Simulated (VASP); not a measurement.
# AlN (Cm) in VASP: further runs, part 2 of 2

VASP 6.6.1.

### Step 4. Single point, PBE (atom 1 (Al) moved by -0.378 Å along [1 1 0] and +0.504 Å along [0 0 1])

INCAR

```
SYSTEM = AlN
  PREC = Accurate
  ENCUT = 520
  EDIFF = 1E-7
  ISMEAR = 0
  SIGMA = 0.05
  LREAL = .FALSE.
  LASPH = .TRUE.
  NELM = 100
  ALGO = Normal
  ISIF = 2
  LWAVE = .FALSE.
  LCHARG = .FALSE.
  GGA = PE
  NBANDS = 26
```

KPOINTS

```
regular mesh
0
G
  6 6 6
  0 0 0
```

POSCAR

```
AlN
1.0
    4.4025164325      0.0000000000      0.0000000000
    0.0000000000     -4.4025164325      0.0000000000
    0.0000000000      0.0000000000     -4.4025164325
Al N
4 4
Direct
   -0.0607121785     -0.1144799816     -0.0607121785
    0.5000000000      0.5000000000      0.0000000000
    0.5000000000      0.0000000000      0.5000000000
    0.0000000000      0.5000000000      0.5000000000
    0.7500000000      0.7500000000      0.7500000000
    0.2500000000      0.2500000000      0.7500000000
    0.2500000000      0.7500000000      0.2500000000
    0.7500000000      0.2500000000      0.2500000000
```

Potentials or basis: VASP PAW PBE potentials, release 64 (Al, N).

Started as:

```console
> cat potpaw_PBE.64/Al/POTCAR potpaw_PBE.64/N/POTCAR > POTCAR
> mpirun -np 1 vasp_std > vasp.out
```

OUTCAR:

```text
SYSTEM = AlN
   PREC = Accurate
   ENCUT = 520
   EDIFF = 1E-7
   ISMEAR = 0
   LREAL = .FALSE.
   LASPH = .TRUE.
   NELM = 100
   ISIF = 2
   GGA = PE

 ion  position               nearest neighbor table
   1  0.939  0.886  0.939-   5 1.32   7 2.02   6 2.27   8 2.27   2 2.59   4 2.59   3 2.78   4 3.01
                             2 3.01   3 3.18   3 3.18   4 3.34   2 3.34
   2  0.500  0.500  0.000-   5 1.91   6 1.91   7 1.91   8 1.91   1 2.59   1 3.01   4 3.11   3 3.11
                             4 3.11   3 3.11   3 3.11   3 3.11   4 3.11   4 3.11   1 3.34
   3  0.500  0.000  0.500-   5 1.91   6 1.91   7 1.91   8 1.91   1 2.78   2 3.11   4 3.11   2 3.11
                             2 3.11   4 3.11   2 3.11   4 3.11   4 3.11   1 3.18   1 3.18
   4  0.000  0.500  0.500-   5 1.91   6 1.91   7 1.91   8 1.91   1 2.59   1 3.01   3 3.11   2 3.11
                             2 3.11   3 3.11   2 3.11   3 3.11   2 3.11   3 3.11   1 3.34
   5  0.750  0.750  0.750-   1 1.32   2 1.91   3 1.91   4 1.91
   6  0.250  0.250  0.750-   2 1.91   3 1.91   4 1.91   1 2.27
   7  0.250  0.750  0.250-   2 1.91   3 1.91   4 1.91   1 2.02
   8  0.750  0.250  0.250-   2 1.91   3 1.91   4 1.91   1 2.27

  LATTYP: Found a simple cubic cell.
 ALAT       =     4.4025164325

  Lattice vectors:

 A1 = (   4.4025164325,   0.0000000000,   0.0000000000)
 A2 = (   0.0000000000,  -4.4025164325,   0.0000000000)
 A3 = (   0.0000000000,   0.0000000000,  -4.4025164325)

Analysis of symmetry for initial positions (statically):
=====================================================================
 Subroutine PRICEL returns:
 Original cell was already a primitive cell.

 Routine SETGRP: Setting up the symmetry group for a
 simple cubic supercell.

 Subroutine GETGRP returns: Found  2 space group operations
 (whereof  2 operations were pure point group operations)
 out of a pool of 48 trial point group operations.

The static configuration has the point symmetry C_1h.

Analysis of symmetry for dynamics (positions and initial velocities):
=====================================================================
 Subroutine PRICEL returns:
 Original cell was already a primitive cell.

 Routine SETGRP: Setting up the symmetry group for a
 simple cubic supercell.

 Subroutine GETGRP returns: Found  2 space group operations
 (whereof  2 operations were pure point group operations)
 out of a pool of 48 trial point group operations.

The dynamic configuration has the point symmetry C_1h.

 Subroutine INISYM returns: Found  2 space group operations
 (whereof  2 operations are pure point group operations),
 and found     1 'primitive' translations

----------------------------------------------------------------------------------------

                                     Primitive cell

  volume of cell :      85.3302

  direct lattice vectors                    reciprocal lattice vectors
     4.402516432  0.000000000  0.000000000     0.227142821  0.000000000  0.000000000
     0.000000000 -4.402516432  0.000000000     0.000000000 -0.227142821  0.000000000
     0.000000000  0.000000000 -4.402516432     0.000000000  0.000000000 -0.227142821

  length of vectors
     4.402516432  4.402516432  4.402516432     0.227142821  0.227142821  0.227142821

  position of ions in fractional coordinates (direct lattice)
     0.939287822  0.885520018  0.939287822
     0.500000000  0.500000000  0.000000000
     0.500000000  0.000000000  0.500000000
[... 71 lines left out ...]
   number of dos      NEDOS =    301   number of ions     NIONS =      8
   total plane-waves  NPLWV =  46656
   dimension x,y,z NGX =    36 NGY =   36 NGZ =   36
   dimension x,y,z NGXF=    72 NGYF=   72 NGZF=   72
   ions per type =               4   4
   NGX,Y,Z   is equivalent  to a cutoff of  13.59, 13.59, 13.59 a.u.
   NGXF,Y,Z  is equivalent  to a cutoff of  27.19, 27.19, 27.19 a.u.
 SYSTEM =  AlN
   PREC   = accura    normal or accurate (medium, high low for compatibility)
   ISTART =      0    job   : 0-new  1-cont  2-samecut
   ICHARG =      2    charge: 1-file 2-atom 10-const
   ISPIN  =      1    spin polarized calculation?
   LNONCOLLINEAR =      F non collinear calculations
   LSORBIT =      F    spin-orbit coupling
   LASPH  =      T    aspherical Exc in radial PAW
   ENCUT  =  520.0 eV  38.22 Ry    6.18 a.u.   8.19  8.19  8.19*2*pi/ulx,y,z
   NELM   =    100;   NELMIN=  2; NELMDL= -5     # of ELM steps
   EDIFF  = 0.1E-06   stopping-criterion for ELM
   LREAL  =      F    real-space projection
   EDIFFG = 0.1E-05   stopping-criterion for IOM
   NSW    =      0    number of steps for IOM
   IBRION =     -1    ionic relax: 0-MD 1-quasi-New 2-CG
   NFREE  =      0    steps in history (QN), initial steepest desc. (CG)
   ISIF   =      2    stress and relaxation
   ISYM   =      2    0-nonsym 1-usesym 2-fastsym
   POTIM  = 0.5000    time-step for ionic-motion
   TEBEG  =    0.0;   TEEND  =   0.0 temperature during run
   PSTRESS=    0.0 pullay stress
   NELECT =      32.0000    total number of electrons
   NUPDOWN=      -1.0000    fix difference up-down
   EMIN   =  10.00;   EMAX   =-10.00  energy-range for DOS
   EFERMI =   0.00;   METHOD = LEGACY
   ISMEAR =     0;   SIGMA  =   0.05  broadening in eV -4-tet -1-fermi 0-gaus
   EFERMI_NEDOS =   21; number of points for ismear=-14 and -15
   IALGO  =     38    algorithm
   IMIX   =      4    mixing-type and parameters
     AMIX     =   0.40;   BMIX     =  1.00
     AMIX_MAG =   1.60;   BMIX_MAG =  1.00
  volume/ion in A,a.u.               =      10.67        71.98
  Fermi-wavevector in a.u.,A,eV,Ry     =   1.180567  2.230947 18.962951  1.393738
  Thomas-Fermi vector in A             =   2.316857
   LORBIT       =      0    0 simple, 1 ext, 2 COOP (PROOUT), +10 PAW based schemes
   GGA     = PE    functional components
   LHFCALC =     F    Hartree Fock is set to
   AEXX    =    0.0000 exact exchange contribution
   IVDW    =     0    specifies the selected vdW correction
   LEPSILON=     F    determine dielectric tensor
   LRPA    =     F    only Hartree local field effects (RPA)
 non-spin polarized calculation
 Gauss-broadening in eV      SIGMA  =   0.05
  energy-cutoff  :      520.00
  volume of cell :       85.33
 maximum number of plane-waves:      2325
 NGX is ok and might be reduce to    36
   NGX = 17   NGY = 17   NGZ = 17

 number of electron      31.9999997 magnetization

 Free energy of the ion-electron system (eV)
  ---------------------------------------------------
  ext. energy  EPLUGINS =         0.00000000
  ---------------------------------------------------
  free energy    TOTEN  =       -51.47786139 eV

  energy without entropy =      -51.47786139  energy(sigma->0) =      -51.47786139

 E-fermi :   6.8071     XC(G=0): -10.8069

 val. band max:        6.5729978711   @ k =   0.5000   0.5000   0.5000
 cond. band min:       8.0082502599   @ k =   0.0000   0.0000   0.0000
 fundamental gap:      1.4352523888
 Fermi energy:         6.8071064129

 k-point     1 :       0.0000    0.0000    0.0000
  band No.  band energies     occupation
      1      -9.8348      2.00000
      2      -7.3789      2.00000
      3      -6.1365      2.00000
      4      -5.8104      2.00000
      5       0.1771      2.00000
      6       0.1795      2.00000
[... 685 lines left out ...]
     25      16.5558      0.00000
     26      16.7595      0.00000

 [... further k-points ...]

------------------------ aborting loop because EDIFF is reached ----------------------------------------

  FORCE on cell =-STRESS in cart. coord.  units (eV):
  Direction    XX          YY          ZZ          XY          YZ          ZX
  --------------------------------------------------------------------------------------
  -------------------------------------------------------------------------------------
  Total       16.9023665      6.0718042     16.9023665    -12.4416025     12.4416023    -16.5161293
  in kB      317.3621582    114.0053892    317.3621582   -233.6059754    233.6059707   -310.1100924
  external PRESSURE =     249.5765685 kB  Pullay stress =       0.0000000 kB

 VOLUME and BASIS-vectors are now :
 -----------------------------------------------------------------------------
  energy-cutoff  :      520.00
  volume of cell :       85.33
      direct lattice vectors                 reciprocal lattice vectors
     4.402516432  0.000000000  0.000000000     0.227142821  0.000000000  0.000000000
     0.000000000 -4.402516432  0.000000000     0.000000000 -0.227142821  0.000000000
     0.000000000  0.000000000 -4.402516432     0.000000000  0.000000000 -0.227142821

 POSITION                                       TOTAL-FORCE (eV/Angst)
 -----------------------------------------------------------------------------------
      4.13523     -3.89852     -4.13523        24.080136    -20.109321    -24.080136
      2.20126     -2.20126      0.00000        -1.410968      2.244227     -0.707040
      2.20126      0.00000     -2.20126        -1.074232     -1.361583      1.074232
      0.00000     -2.20126     -2.20126         0.707040      2.244227      1.410968
      3.30189     -3.30189     -3.30189       -20.940342     15.397045     20.940342
      1.10063     -1.10063     -3.30189        -0.464229      0.587607      0.162042
      1.10063     -3.30189     -1.10063        -0.735361      0.410190      0.735361
      3.30189     -1.10063     -1.10063        -0.162042      0.587607      0.464229
 -----------------------------------------------------------------------------------
    total drift:                               -0.000108      0.000069      0.000108

  FREE ENERGIE OF THE ION-ELECTRON SYSTEM (eV)
  ---------------------------------------------------
  free  energy   TOTEN  =       -51.4778613911 eV

  energy  without entropy=      -51.4778613911  energy(sigma->0) =      -51.47786139
```

Wall time 77 s (1 thread of Intel Xeon 6975P-C (Granite Rapids), shared host); peak memory 0.26 GiB.

What came out:

| Property | Result |
| --- | --- |
| Free energy | -51.4779 eV |
| Pressure | 25.0 GPa |
| Largest force | 39.549 eV/Å |
| Band gap on the k mesh | 1.44 eV, indirect (least direct gap 1.57 eV) |

Forces on the atoms (eV/Å):
```
Al   24.080 -20.109 -24.080
Al   -1.411   2.244  -0.707
Al   -1.074  -1.362   1.074
Al    0.707   2.244   1.411
N   -20.940  15.397  20.940
N    -0.464   0.588   0.162
N    -0.735   0.410   0.735
N    -0.162   0.588   0.464
```

Levels at points of the mesh, in eV from the valence-band top:
| k point | band 14 | band 15 | band 16 | band 17 | band 18 | band 19 |
| --- | --- | --- | --- | --- | --- | --- |
| (0.00, 0.00, 0.00) | -0.79 | -0.47 | -0.14 | 1.44 | 1.65 | 2.65 |
| (0.50, 0.00, 0.00) | -1.70 | -1.36 | -0.93 | 3.57 | 4.18 | 5.22 |
| (0.00, 0.50, 0.00) | -2.39 | -1.14 | -0.59 | 4.01 | 4.40 | 4.91 |
| (0.50, 0.50, 0.00) | -1.45 | -1.18 | -0.39 | 5.45 | 5.83 | 6.65 |
| (0.50, 0.00, 0.50) | -2.13 | -0.82 | -0.10 | 5.19 | 5.88 | 6.81 |
| (0.50, 0.50, 0.50) | -0.76 | -0.41 | 0.00 | 4.80 | 5.90 | 6.27 |

Caveat: the cell differs from its parent crystal (atom 1 (Al) moved by -0.378 Å along [1 1 0] and +0.504 Å along [0 0 1]); forces of over 1 eV/Å act on the atoms, so gaps and moduli don't describe the material at rest.

### Step 5. Single point, PBE (atom 1 (Al) moved by -0.378 Å along [1 1 0] and +0.000 Å along [0 0 1])

INCAR

```
ALGO     = Normal         # electronic algorithm
EDIFF    = 1E-6           # SCF threshold, eV
ENCUT    = 520            # plane-wave cutoff, eV
GGA      = PE             # functional
ISIF     = 2              # what is computed and relaxed
ISMEAR   = 0              # smearing method
LASPH    = True           # aspherical terms in the spheres
LCHARG   = True           # write CHGCAR
LELF     = True           # ELF
LREAL    = False          # projectors in reciprocal space
LVHAR    = True         
LWAVE    = False          # write WAVECAR
NBANDS   = 26             # bands
NELM     = 100            # most SCF steps
PREC     = Accurate       # precision mode
SIGMA    = 0.05           # smearing width, eV
```

KPOINTS

```
k-points
0
Gamma
  6 6 6
```

Changes to POSCAR since step 4:

```diff
@@ -8,3 +8,3 @@
 Direct
-   -0.0607121785     -0.1144799816     -0.0607121785
+   -0.0607121785      0.0000000000     -0.0607121785
     0.5000000000      0.5000000000      0.0000000000
```

Potentials or basis: VASP PAW PBE potentials, release 64 (Al, N).

Started as:

```console
> cat potpaw_PBE.64/Al/POTCAR potpaw_PBE.64/N/POTCAR > POTCAR
> mpirun -np 1 vasp_std > vasp.out
```

OUTCAR:

```text
EDIFF = 1E-6
   ENCUT = 520
   GGA = PE
   ISIF = 2
   ISMEAR = 0
   LASPH = True
   LREAL = False
   NELM = 100
   PREC = Accurate

 ion  position               nearest neighbor table
   1  0.939  0.000  0.939-   5 1.61   6 1.94   8 1.94   7 2.23   3 2.74   2 2.94   4 2.94   2 2.94
                             4 2.94   3 3.14   3 3.14   2 3.32   4 3.32   2 3.32   4 3.32
   2  0.500  0.500  0.000-   5 1.91   6 1.91   7 1.91   8 1.91   1 2.94   1 2.94   4 3.11   3 3.11
                             4 3.11   3 3.11   3 3.11   3 3.11   4 3.11   4 3.11   1 3.32   1 3.32
   3  0.500  0.000  0.500-   5 1.91   6 1.91   7 1.91   8 1.91   1 2.74   2 3.11   4 3.11   2 3.11
                             2 3.11   4 3.11   2 3.11   4 3.11   4 3.11   1 3.14   1 3.14
   4  0.000  0.500  0.500-   5 1.91   6 1.91   7 1.91   8 1.91   1 2.94   1 2.94   3 3.11   2 3.11
                             2 3.11   3 3.11   2 3.11   3 3.11   2 3.11   3 3.11   1 3.32   1 3.32
   5  0.750  0.750  0.750-   1 1.61   2 1.91   3 1.91   4 1.91
   6  0.250  0.250  0.750-   2 1.91   3 1.91   4 1.91   1 1.94
   7  0.250  0.750  0.250-   2 1.91   3 1.91   4 1.91   1 2.23
   8  0.750  0.250  0.250-   2 1.91   3 1.91   4 1.91   1 1.94

  LATTYP: Found a simple cubic cell.
 ALAT       =     4.4025164325

  Lattice vectors:

 A1 = (   4.4025164325,   0.0000000000,   0.0000000000)
 A2 = (   0.0000000000,  -4.4025164325,   0.0000000000)
 A3 = (   0.0000000000,   0.0000000000,  -4.4025164325)

Analysis of symmetry for initial positions (statically):
=====================================================================
 Subroutine PRICEL returns:
 Original cell was already a primitive cell.

 Routine SETGRP: Setting up the symmetry group for a
 simple cubic supercell.

 Subroutine GETGRP returns: Found  2 space group operations
 (whereof  2 operations were pure point group operations)
 out of a pool of 48 trial point group operations.

The static configuration has the point symmetry C_1h.
[... 149 lines left out ...]
   LORBIT       =      0    0 simple, 1 ext, 2 COOP (PROOUT), +10 PAW based schemes
   GGA     = PE    functional components
   LHFCALC =     F    Hartree Fock is set to
   AEXX    =    0.0000 exact exchange contribution
   IVDW    =     0    specifies the selected vdW correction
   LEPSILON=     F    determine dielectric tensor
   LRPA    =     F    only Hartree local field effects (RPA)
 non-spin polarized calculation
 Gauss-broadening in eV      SIGMA  =   0.05
  energy-cutoff  :      520.00
  volume of cell :       85.33
 maximum number of plane-waves:      2325
 NGX is ok and might be reduce to    36
   NGX = 17   NGY = 17   NGZ = 17

 number of electron      31.9999997 magnetization

 Free energy of the ion-electron system (eV)
  ---------------------------------------------------
  ext. energy  EPLUGINS =         0.00000000
  ---------------------------------------------------
  free energy    TOTEN  =       -57.84246330 eV

  energy without entropy =      -57.84246330  energy(sigma->0) =      -57.84246330

 E-fermi :   6.4557     XC(G=0): -10.8259

 val. band max:        6.2505204700   @ k =   0.5000   0.5000   0.5000
 cond. band min:       7.8304303240   @ k =   0.0000   0.0000   0.0000
 fundamental gap:      1.5799098540
 Fermi energy:         6.4556760578

 k-point     1 :       0.0000    0.0000    0.0000
  band No.  band energies     occupation
      1      -9.3372      2.00000
      2      -7.1477      2.00000
      3      -6.4868      2.00000
      4      -5.8895      2.00000
      5       0.6917      2.00000
      6       0.6981      2.00000
[... 685 lines left out ...]
     25      16.1637      0.00000
     26      16.4531      0.00000

 [... further k-points ...]

------------------------ aborting loop because EDIFF is reached ----------------------------------------

  FORCE on cell =-STRESS in cart. coord.  units (eV):
  Direction    XX          YY          ZZ          XY          YZ          ZX
  --------------------------------------------------------------------------------------
  -------------------------------------------------------------------------------------
  Total        1.6146285      4.6371781      1.6146285     -3.2178599      3.2178599     -2.7301893
  in kB       30.3165821     87.0685683     30.3165821    -60.4191702     60.4191707    -51.2625717
  external PRESSURE =      49.2339108 kB  Pullay stress =       0.0000000 kB

 VOLUME and BASIS-vectors are now :
 -----------------------------------------------------------------------------
  energy-cutoff  :      520.00
  volume of cell :       85.33
      direct lattice vectors                 reciprocal lattice vectors
     4.402516432  0.000000000  0.000000000     0.227142821  0.000000000  0.000000000
     0.000000000 -4.402516432  0.000000000     0.000000000 -0.227142821  0.000000000
     0.000000000  0.000000000 -4.402516432     0.000000000  0.000000000 -0.227142821

 POSITION                                       TOTAL-FORCE (eV/Angst)
 -----------------------------------------------------------------------------------
      4.13523      0.00000     -4.13523         6.262167     -4.244737     -6.262167
      2.20126     -2.20126      0.00000        -1.212966     -0.086272     -0.870557
      2.20126      0.00000     -2.20126        -1.349416      0.097712      1.349416
      0.00000     -2.20126     -2.20126         0.870557     -0.086272      1.212966
      3.30189     -3.30189     -3.30189        -3.441988      4.076075      3.441988
      1.10063     -1.10063     -3.30189        -0.494233      0.175645      0.223324
      1.10063     -3.30189     -1.10063        -0.410797     -0.107797      0.410797
      3.30189     -1.10063     -1.10063        -0.223324      0.175645      0.494233
 -----------------------------------------------------------------------------------
    total drift:                                0.000093     -0.000169     -0.000093

  FREE ENERGIE OF THE ION-ELECTRON SYSTEM (eV)
  ---------------------------------------------------
  free  energy   TOTEN  =       -57.8424633003 eV

  energy  without entropy=      -57.8424633003  energy(sigma->0) =      -57.84246330
```

Wall time 80 s (1 thread of AMD EPYC 9R45 (Zen 5), shared host); peak memory 0.23 GiB.

What came out:

* Free energy: -57.8425 eV
* Pressure: 4.9 GPa
* Largest force: 9.821 eV/Å
* Band gap on the k mesh: 1.58 eV, indirect (least direct gap 1.59 eV)

Forces in eV/Å, atoms in the order of the input:
```
Al   6.262 -4.245 -6.262
Al  -1.213 -0.086 -0.871
Al  -1.349  0.098  1.349
Al   0.871 -0.086  1.213
N   -3.442  4.076  3.442
N   -0.494  0.176  0.223
N   -0.411 -0.108  0.411
N   -0.223  0.176  0.494
```

Caveat: the cell differs from its parent crystal (atom 1 (Al) moved by -0.378 Å along [1 1 0] and +0.000 Å along [0 0 1]); forces of over 1 eV/Å act on the atoms, so gaps and moduli don't describe the material at rest. A k mesh can miss the band edges.
